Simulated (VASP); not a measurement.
# MoSe (Fm-3m) in VASP: a series of runs, part 2 of 2

VASP 6.6.1. The steps go on from the part before.

### Step 4. Single point, PBE-based screened hybrid with 25 % exact exchange

This run uses another cell than the first one, of 17.13 Å³/atom.

POSCAR reads:

```
MoSe
1.0
    0.0000000000      2.5778174377      2.5778174377
    2.5778174377      0.0000000000      2.5778174377
    2.5778174377      2.5778174377      0.0000000000
Mo Se
1 1
Direct
    0.0000000000      0.0000000000      0.0000000000
    0.5000000000      0.5000000000      0.5000000000
```

INCAR.step1 reads:

```
SYSTEM = MoSe
PREC     = Accurate       ! precision mode
ENCUT    = 520            ! plane-wave cutoff, eV
EDIFF    = 1E-5           ! SCF threshold, eV
ISMEAR   = -1             ! smearing method
SIGMA    = 0.05           ! smearing width, eV
LREAL    = .FALSE.        ! projectors in reciprocal space
LASPH    = .TRUE.         ! aspherical terms in the spheres
NELM     = 100            ! most SCF steps
ALGO     = Normal         ! electronic algorithm
ISIF     = 2              ! what is computed and relaxed
LWAVE    = .TRUE.         ! write WAVECAR
LCHARG   = .FALSE.        ! write CHGCAR
GGA      = PE             ! functional
NBANDS   = 17             ! bands
```

INCAR.step2 reads:

```
SYSTEM = MoSe
PREC     = Accurate       ! precision mode
ENCUT    = 520            ! plane-wave cutoff, eV
EDIFF    = 1E-7           ! SCF threshold, eV
ISMEAR   = -1             ! smearing method
SIGMA    = 0.05           ! smearing width, eV
LREAL    = .FALSE.        ! projectors in reciprocal space
LASPH    = .TRUE.         ! aspherical terms in the spheres
NELM     = 100            ! most SCF steps
ALGO     = Normal         ! electronic algorithm
ISIF     = 2              ! what is computed and relaxed
LWAVE    = .FALSE.        ! write WAVECAR
LCHARG   = .FALSE.        ! write CHGCAR
GGA      = PE             ! functional
LHFCALC  = .TRUE.         ! exact exchange
AEXX     = 0.25           ! exact-exchange fraction
HFSCREEN = 0.3            ! screening, 1/A
PRECFOCK = Normal       
ISTART   = 1            
NBANDS   = 17             ! bands
```

KPOINTS reads:

```
Automatic mesh
0
G
  4 4 4
  0 0 0
```

Started as:

```bash
$ cat potpaw_PBE.64/Mo_sv/POTCAR potpaw_PBE.64/Se/POTCAR > POTCAR
$ cp INCAR.step1 INCAR
$ mpirun -np 1 vasp_std > vasp.out
$ cp INCAR.step2 INCAR
$ mpirun -np 1 vasp_std > vasp.out
```

Run time: 16 min. Hardware: 1 thread of AMD EPYC 7R43 (Zen 3), shared host; peak memory 0.24 GiB.

Results (log left out):

- Free energy: -15.4836 eV
- Pressure: 0.1 GPa
- Band gap on the k mesh: zero (bands 10 and 11 overlap by 2.60 eV)

Levels at points of the mesh, in eV from the Fermi level:
| k point | band 6 | band 7 | band 8 | band 9 | band 10 | band 11 | band 12 | band 13 | band 14 | band 15 |
| --- | --- | --- | --- | --- | --- | --- | --- | --- | --- | --- |
| (0.00, 0.00, 0.00) | -2.86 | -2.86 | -2.86 | -2.61 | -2.61 | -2.61 | -1.79 | -1.79 | 3.39 | 8.22 |
| (0.50, 0.00, 0.00) | -9.27 | -6.62 | -6.62 | -0.31 | -0.31 | 0.57 | 2.61 | 5.52 | 5.52 | 6.62 |
| (0.50, 0.50, 0.00) | -7.38 | -4.61 | -4.61 | -4.46 | -0.76 | 0.47 | 0.47 | 1.85 | 3.27 | 10.41 |

Caveat: the k points lie up to 0.53 Å⁻¹ apart, too coarse for converged energies and pressures of a metal; the PAW data sets were made with another functional, which shifts forces and pressure a little.

### Step 5. Single point, B3LYP

This run uses another cell than the first one, of 18.13 Å³/atom.

POSCAR reads:

```
MoSe
1.0
    0.0000000000      2.6268013923      2.6268013923
    2.6268013923      0.0000000000      2.6268013923
    2.6268013923      2.6268013923      0.0000000000
Mo Se
1 1
Direct
    0.0000000000      0.0000000000      0.0000000000
    0.5000000000      0.5000000000      0.5000000000
```

INCAR.step1 reads:

```
SYSTEM = MoSe
PREC = Accurate
ENCUT = 520
EDIFF = 1E-5
ISMEAR = -1
SIGMA = 0.05
LREAL = .False.
LASPH = .True.
NELM = 60
ALGO = Normal
ISIF = 2
LWAVE = .True.
NBANDS = 17
GGA = PE
```

INCAR.step2 reads:

```
SYSTEM = MoSe
PREC = Accurate
ENCUT = 520
EDIFF = 1E-6
ISMEAR = -1
SIGMA = 0.05
LREAL = .False.
LASPH = .True.
NELM = 60
ALGO = Normal
ISIF = 2
LWAVE = .False.
LCHARG = .True.
GGA = B3
LHFCALC = .True.
AEXX = 0.2
AGGAX = 0.72
AGGAC = 0.81
ALDAC = 0.19
PRECFOCK = Normal
LELF = .True.
LVHAR = .True.
NBANDS = 17
ISTART = 1
```

KPOINTS reads:

```
Automatic mesh
0
Gamma
  4 4 4
  0 0 0
```

Started as:

```bash
$ cat potpaw_PBE.64/Mo_sv/POTCAR potpaw_PBE.64/Se/POTCAR > POTCAR
$ cp INCAR.step1 INCAR
$ mpirun -np 1 vasp_std > vasp.out
$ cp INCAR.step2 INCAR
$ mpirun -np 1 vasp_std > vasp.out
```

It took 19 min on 1 thread of AMD EPYC 7R43 (Zen 3), shared host; peak memory 0.14 GiB.

The run converged. Its results:

```
Free energy            : -15.0458 eV
Pressure               : 0.2 GPa
Band gap on the k mesh : zero (bands 10 and 11 overlap by 2.61 eV)
```

Levels at points of the mesh, in eV from the Fermi level:
| k point | band 6 | band 7 | band 8 | band 9 | band 10 | band 11 | band 12 | band 13 | band 14 | band 15 |
| --- | --- | --- | --- | --- | --- | --- | --- | --- | --- | --- |
| (0.00, 0.00, 0.00) | -3.06 | -3.06 | -3.06 | -2.62 | -2.62 | -2.62 | -1.80 | -1.80 | 3.43 | 9.16 |
| (0.50, 0.00, 0.00) | -8.95 | -6.50 | -6.50 | -0.59 | -0.59 | 0.86 | 3.33 | 5.42 | 5.42 | 7.11 |
| (0.50, 0.50, 0.00) | -7.19 | -4.67 | -4.67 | -4.27 | -0.85 | 0.78 | 0.78 | 2.09 | 3.40 | 10.55 |

Caveat: the k points lie up to 0.52 Å⁻¹ apart, too coarse for converged energies and pressures of a metal; the PAW data sets were made with another functional, which shifts forces and pressure a little.

### Step 6. Single point, PBE-based screened hybrid with 5 % exact exchange

This run uses another cell than the first one, of 24.21 Å³/atom.

POSCAR reads:

```
MoSe
1.0
    0.0000000000      2.8928795100      2.8928795100
    2.8928795100      0.0000000000      2.8928795100
    2.8928795100      2.8928795100      0.0000000000
Mo Se
1 1
Direct
    0.0000000000      0.0000000000      0.0000000000
    0.5000000000      0.5000000000      0.5000000000
```

INCAR.step1 reads:

```
SYSTEM = MoSe
PREC = Accurate ; ENCUT = 520
EDIFF = 1E-5 ; ISMEAR = -1
SIGMA = 0.05 ; LREAL = .FALSE.
LASPH = .TRUE. ; NELM = 80
ALGO = Normal ; ISIF = 2
LWAVE = .TRUE. ; NBANDS = 17
GGA = PE
```

INCAR.step2 reads:

```
SYSTEM = MoSe
PREC = Accurate ; ENCUT = 520
EDIFF = 1E-6 ; ISMEAR = -1
SIGMA = 0.05 ; LREAL = .FALSE.
LASPH = .TRUE. ; NELM = 80
ALGO = Normal ; ISIF = 2
LWAVE = .FALSE. ; LCHARG = .TRUE.
GGA = PE ; LHFCALC = .TRUE.
AEXX = 0.05 ; HFSCREEN = 0.2
PRECFOCK = Normal ; LELF = .TRUE.
LVHAR = .TRUE. ; NBANDS = 17
ISTART = 1
```

KPOINTS reads:

```
regular mesh
0
G
  4 4 4
  0 0 0
```

Potentials or basis: VASP PAW PBE potentials, release 64 (Mo_sv, Se).

Started as:

```bash
$ cat potpaw_PBE.64/Mo_sv/POTCAR potpaw_PBE.64/Se/POTCAR > POTCAR
$ cp INCAR.step1 INCAR
$ mpirun -np 1 vasp_std > vasp.out
$ cp INCAR.step2 INCAR
$ mpirun -np 1 vasp_std > vasp.out
```

OUTCAR:

```text
SYSTEM = MoSe
   PREC = Accurate
   ENCUT = 520
   EDIFF = 1E-6
   ISMEAR = -1
   LREAL = .FALSE.
   LASPH = .TRUE.
   NELM = 80
   ISIF = 2
   GGA = PE
   LHFCALC = .TRUE.
   AEXX = 0.05
   HFSCREEN = 0.2
   PRECFOCK = Normal
   ISTART = 1

 ion  position               nearest neighbor table
   1  0.000  0.000  0.000-   2 2.89   2 2.89   2 2.89   2 2.89   2 2.89   2 2.89
   2  0.500  0.500  0.500-   1 2.89   1 2.89   1 2.89   1 2.89   1 2.89   1 2.89

  LATTYP: Found a face centered cubic cell.
 ALAT       =     5.7857590200

  Lattice vectors:

 A1 = (   0.0000000000,   2.8928795100,   2.8928795100)
 A2 = (   2.8928795100,   0.0000000000,   2.8928795100)
 A3 = (   2.8928795100,   2.8928795100,   0.0000000000)

Analysis of symmetry for initial positions (statically):
=====================================================================
 Subroutine PRICEL returns:
 Original cell was already a primitive cell.

 Routine SETGRP: Setting up the symmetry group for a
 face centered cubic supercell.

 Subroutine GETGRP returns: Found 48 space group operations
 (whereof 48 operations were pure point group operations)
 out of a pool of 48 trial point group operations.

The static configuration has the point symmetry O_h .

Analysis of symmetry for dynamics (positions and initial velocities):
=====================================================================
 Subroutine PRICEL returns:
 Original cell was already a primitive cell.

 Routine SETGRP: Setting up the symmetry group for a
 face centered cubic supercell.

 Subroutine GETGRP returns: Found 48 space group operations
 (whereof 48 operations were pure point group operations)
 out of a pool of 48 trial point group operations.

The dynamic configuration has the point symmetry O_h .

 Subroutine INISYM returns: Found 48 space group operations
 (whereof 48 operations are pure point group operations),
 and found     1 'primitive' translations

----------------------------------------------------------------------------------------

                                     Primitive cell

  volume of cell :      48.4196

  direct lattice vectors                    reciprocal lattice vectors
     0.000000000  2.892879510  2.892879510    -0.172838170  0.172838170  0.172838170
     2.892879510  0.000000000  2.892879510     0.172838170 -0.172838170  0.172838170
     2.892879510  2.892879510  0.000000000     0.172838170  0.172838170 -0.172838170

  length of vectors
     4.091149437  4.091149437  4.091149437     0.299364492  0.299364492  0.299364492

  position of ions in fractional coordinates (direct lattice)
     0.000000000  0.000000000  0.000000000
     0.500000000  0.500000000  0.500000000

  ion indices of the primitive-cell ions
   primitive index   ion index
                 1           1
                 2           2

----------------------------------------------------------------------------------------

 KPOINTS: regular mesh

Automatic generation of k-mesh.
 Grid dimensions read from file:
 generate k-points for:    4    4    4

 Generating k-lattice:

  Cartesian coordinates                     Fractional coordinates (reciprocal lattice)
    -0.043209542  0.043209542  0.043209542     0.250000000  0.000000000  0.000000000
     0.043209542 -0.043209542  0.043209542     0.000000000  0.250000000  0.000000000
     0.043209542  0.043209542 -0.043209542     0.000000000  0.000000000  0.250000000

  Length of vectors
     0.074841123  0.074841123  0.074841123

  Shift w.r.t. Gamma in fractional coordinates (k-lattice)
     0.000000000  0.000000000  0.000000000

 Subroutine IBZKPT returns following result:
 ===========================================

 Found      8 irreducible k-points:

 Following reciprocal coordinates:
            Coordinates               Weight
  0.000000  0.000000  0.000000      1.000000
  0.250000  0.000000  0.000000      8.000000
  0.500000  0.000000  0.000000      4.000000
  0.250000  0.250000  0.000000      6.000000
  0.500000  0.250000  0.000000     24.000000
 -0.250000  0.250000  0.000000     12.000000
  0.500000  0.500000  0.000000      3.000000
 -0.250000  0.500000  0.250000      6.000000
   k-points           NKPTS =      8   k-points in BZ     NKDIM =     64   number of bands    NBANDS=     17
   number of dos      NEDOS =    301   number of ions     NIONS =      2
   total plane-waves  NPLWV =  27000
   dimension x,y,z NGX =    30 NGY =   30 NGZ =   30
   dimension x,y,z NGXF=    60 NGYF=   60 NGZF=   60
   ions per type =               1   1
   NGX,Y,Z   is equivalent  to a cutoff of  12.19, 12.19, 12.19 a.u.
   NGXF,Y,Z  is equivalent  to a cutoff of  24.38, 24.38, 24.38 a.u.
 SYSTEM =  MoSe
   PREC   = accura    normal or accurate (medium, high low for compatibility)
   ISTART =      1    job   : 0-new  1-cont  2-samecut
   ICHARG =      0    charge: 1-file 2-atom 10-const
   ISPIN  =      1    spin polarized calculation?
   LNONCOLLINEAR =      F non collinear calculations
   LSORBIT =      F    spin-orbit coupling
   LASPH  =      T    aspherical Exc in radial PAW
   ENCUT  =  520.0 eV  38.22 Ry    6.18 a.u.   7.61  7.61  7.61*2*pi/ulx,y,z
   NELM   =     80;   NELMIN=  2; NELMDL=  0     # of ELM steps
   EDIFF  = 0.1E-05   stopping-criterion for ELM
   LREAL  =      F    real-space projection
   EDIFFG = 0.1E-04   stopping-criterion for IOM
   NSW    =      0    number of steps for IOM
   IBRION =     -1    ionic relax: 0-MD 1-quasi-New 2-CG
   NFREE  =      0    steps in history (QN), initial steepest desc. (CG)
   ISIF   =      2    stress and relaxation
   ISYM   =      3    0-nonsym 1-usesym 2-fastsym
   POTIM  = 0.5000    time-step for ionic-motion
   TEBEG  =    0.0;   TEEND  =   0.0 temperature during run
   PSTRESS=    0.0 pullay stress
   NELECT =      20.0000    total number of electrons
   NUPDOWN=      -1.0000    fix difference up-down
   EMIN   =  10.00;   EMAX   =-10.00  energy-range for DOS
   EFERMI =   0.00;   METHOD = LEGACY
   ISMEAR =    -1;   SIGMA  =   0.05  broadening in eV -4-tet -1-fermi 0-gaus
   EFERMI_NEDOS =   21; number of points for ismear=-14 and -15
   IALGO  =     38    algorithm
   IMIX   =      1    mixing-type and parameters
     AMIX     =   0.40;   BMIX     =  1.00
     AMIX_MAG =   1.60;   BMIX_MAG =  1.00
  volume/ion in A,a.u.               =      24.21       163.38
  Fermi-wavevector in a.u.,A,eV,Ry     =   1.219208  2.303969 20.224628  1.486468
  Thomas-Fermi vector in A             =   2.354468
   LORBIT       =      0    0 simple, 1 ext, 2 COOP (PROOUT), +10 PAW based schemes
   GGA     = PE    functional components
   LHFCALC =     T    Hartree Fock is set to
   PRECFOCK=normal    Normal, Fast or Accurate (Low or Medium for compatibility)
   ENCUT4O =  -1.0   cutoff for four orbital integrals eV
   NKREDX  =     1    reduce k-point grid by
   NKREDY  =     1    reduce k-point grid by
   NKREDZ  =     1    reduce k-point grid by
   AEXX    =    0.0500 exact exchange contribution
   HFSCREEN=    0.2000 screening length (either q_TF or 0.3 A-1)
   HFSCREENC=   0.2000 screening length for correlation (either q_TF or 0.3 A-1)
   ENCUTFOCK=  -1.0 apply spherical cutoff to Coloumb kernel
   IVDW    =     0    specifies the selected vdW correction
   LEPSILON=     F    determine dielectric tensor
   LRPA    =     F    only Hartree local field effects (RPA)
 non-spin polarized calculation
  energy-cutoff  :      520.00
  volume of cell :       48.42
 maximum number of plane-waves:      1323
  NGX = 24; NGY = 24; NGZ = 24

 number of electron      20.0000001 magnetization

 Free energy of the ion-electron system (eV)
  ---------------------------------------------------
  ext. energy  EPLUGINS =         0.00000000
  ---------------------------------------------------
  free energy    TOTEN  =       -12.68028620 eV

  energy without entropy =      -12.63060416  energy(sigma->0) =      -12.65544518

 E-fermi :   5.9845     XC(G=0):  -9.9011

 val. band max:        5.8430146735   @ k =   0.5000   0.0000   0.0000
 cond. band min:       5.9942072896   @ k =   0.5000   0.2500   0.0000
 fundamental gap:      0.1511926160
 Fermi energy:         5.9844812444

 k-point     1 :       0.0000    0.0000    0.0000
  band No.  band energies     occupation
      1     -56.2356      2.00000
      2     -30.0114      2.00000
      3     -30.0114      2.00000
      4     -30.0114      2.00000
      5      -8.6339      2.00000
      6       3.7873      2.00000
[... 137 lines left out ...]
      4     -30.0237      2.00000
      5      -7.8483      2.00000
      6       1.3817      2.00000
[... 9 lines left out ...]
     16      13.1880      0.00000
     17      13.1880      0.00000

------------------------ aborting loop because EDIFF is reached ----------------------------------------

  FORCE on cell =-STRESS in cart. coord.  units (eV):
  Direction    XX          YY          ZZ          XY          YZ          ZX
  --------------------------------------------------------------------------------------
  -------------------------------------------------------------------------------------
  Total       -6.4584824     -6.4584824     -6.4584824      0.0000000     -0.0000000     -0.0000000
  in kB     -213.7076328   -213.7076328   -213.7076328      0.0000000     -0.0000000     -0.0000000
  external PRESSURE =    -213.7076328 kB  Pullay stress =       0.0000000 kB

 VOLUME and BASIS-vectors are now :
 -----------------------------------------------------------------------------
  energy-cutoff  :      520.00
  volume of cell :       48.42
      direct lattice vectors                 reciprocal lattice vectors
     0.000000000  2.892879510  2.892879510    -0.172838170  0.172838170  0.172838170
     2.892879510  0.000000000  2.892879510     0.172838170 -0.172838170  0.172838170
     2.892879510  2.892879510  0.000000000     0.172838170  0.172838170 -0.172838170

 POSITION                                       TOTAL-FORCE (eV/Angst)
 -----------------------------------------------------------------------------------
      0.00000      0.00000      0.00000        -0.000000     -0.000000      0.000000
      2.89288      2.89288      2.89288         0.000000      0.000000     -0.000000
 -----------------------------------------------------------------------------------
    total drift:                               -0.000000     -0.000000     -0.000000

  FREE ENERGIE OF THE ION-ELECTRON SYSTEM (eV)
  ---------------------------------------------------
  free  energy   TOTEN  =       -12.6802861953 eV

  energy  without entropy=      -12.6306041565  energy(sigma->0) =      -12.65544518
```

Wall time 16 min (1 thread of AMD EPYC 7R43 (Zen 3), shared host); peak memory 0.24 GiB.

Results:

```yaml
Free_energy: -12.6803 eV
Pressure: -21.4 GPa
Band_gap_on_the_k_mesh: zero (bands 10 and 11 overlap by 1.26 eV)
```

Caveat: the k points lie up to 0.47 Å⁻¹ apart, too coarse for converged energies and pressures of a metal; the PAW data sets were made with another functional, which shifts forces and pressure a little.

### Step 7. Overview

| level | cell | share of exact exchange | screening parameter | gap on the mesh (eV) | pressure (GPa) |
| --- | --- | --- | --- | --- | --- |
| PBE0 | a = 3.639 Å, angles 60.0°, 2 atoms | 0.25 | - | none | -0.1 |
| HSE06 | a = 3.640 Å, angles 60.0°, 2 atoms | 0.25 | 0.2079 1/Å | none | 0.0 |
| PBE-based screened hybrid with 25 % exact exchange | a = 3.646 Å, angles 60.0°, 2 atoms | 0.25 | 0.3 1/Å | none | 0.1 |
| B3LYP | a = 3.715 Å, angles 60.0°, 2 atoms | 0.2 | - | none | 0.2 |
| PBE-based screened hybrid with 5 % exact exchange | a = 4.091 Å, angles 60.0°, 2 atoms | 0.05 | 0.2 1/Å | none | -21.4 |

Alike in all rows: task single point; potentials or basis VASP PAW PBE potentials, release 64 (Mo_sv, Se); no spin polarisation; k mesh 4 × 4 × 4; cutoff (eV) 520; smearing fermi-dirac 0.05 eV.

Caveats: all runs use coarse meshes; the PAW data sets were made with another functional, which shifts forces and pressure a little.

Total energies depend on the potentials used, so only differences within one code and one set of settings carry meaning.
